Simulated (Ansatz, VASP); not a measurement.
# Si7Ge in VASP and in Ansatz

The input INCAR:

```
SYSTEM = Si7Ge
PREC = Accurate
ENCUT = 520
EDIFF = 1E-6
ISMEAR = 0
SIGMA = 0.03
LREAL = .False.
LASPH = .True.
NELM = 100
ALGO = Normal
ISIF = 2
LWAVE = .False.
LCHARG = .True.
GGA = PS
LELF = .True.
LVHAR = .True.
NBANDS = 31
```

File KPOINTS:

```
Automatic mesh
0
Gamma
  6 6 6
  0 0 0
```

File POSCAR:

```
Si7Ge
1.0
    5.5956562302      0.0000000000      0.0000000000
    0.0000000000      5.5956562302      0.0000000000
    0.0000000000      0.0000000000      5.3226973898
Si Ge
7 1
Direct
    0.2525976818      0.2525976818      0.2525976818
    0.0000000000      0.5000000000      0.5000000000
    0.5000000000      0.5000000000      0.0000000000
    0.5000000000      0.0000000000      0.5000000000
    0.7474023182      0.2525976818      0.7474023182
    0.7474023182      0.7474023182      0.2525976818
    0.2525976818      0.7474023182      0.7474023182
    0.0000000000      0.0000000000      0.0000000000
```

Input for Ansatz:

```yaml
crystal:
  lattice:
    - [5.5956562302, 0.0, 0.0]
    - [0.0, 5.5956562302, 0.0]
    - [0.0, 0.0, 5.3226973898]
  atoms:
    - { symbol: Si, position: [0.2525976818, 0.2525976818, 0.2525976818] }
    - { symbol: Si, position: [0.0, 0.5, 0.5] }
    - { symbol: Si, position: [0.5, 0.5, 0.0] }
    - { symbol: Si, position: [0.5, 0.0, 0.5] }
    - { symbol: Si, position: [0.7474023182, 0.2525976818, 0.7474023182] }
    - { symbol: Si, position: [0.7474023182, 0.7474023182, 0.2525976818] }
    - { symbol: Si, position: [0.2525976818, 0.7474023182, 0.7474023182] }
    - { symbol: Ge, position: [0.0, 0.0, 0.0] }
basis:
  ecutwfc: 420
kpoints:
  mp_grid: { grid: [6, 6, 6] }
hamiltonian:
  xc: pbesol
scf:
  occupations: { method: gaussian, width: 0.03 }
output:
  forces: true
  stress: true
  eigenvalues: true
```

Change from the starting cell: strain +0.025 along x and y, -0.025 along z, atoms carried along.

Alike in both runs: task single point; functional PBEsol; k mesh 6 × 6 × 6; occupations gaussian, width 0.03 eV; no spin polarisation.

```csv
,VASP,Ansatz
version,VASP 6.6.1,Ansatz 0.2.0
potentials or method,"VASP PAW PBE potentials, release 64 (Si, Ge_d), cutoff 520 eV","scalar-relativistic, plane waves, PAW"
valence electrons in the cell,42,42
```

|  | VASP | Ansatz | Ansatz less VASP |
| --- | --- | --- | --- |
| gap on the k mesh at the Fermi level (eV) | none | none | - |
| pressure (GPa) | -2.1 | -2.1 | -0.06 |
| traceless stress, the component that is largest in VASP (GPa) | 2.73 | 2.74 | +0.003 |
| rms of the force components (eV/Å) | 0.005 | 0.006 | +0.0005 |

VASP's potentials were made for PBE, not for PBEsol. Atom by atom the forces differ by 0.003 eV/Å (rms over components). A gap of «none» marks a metal or a gap that the smearing closes.
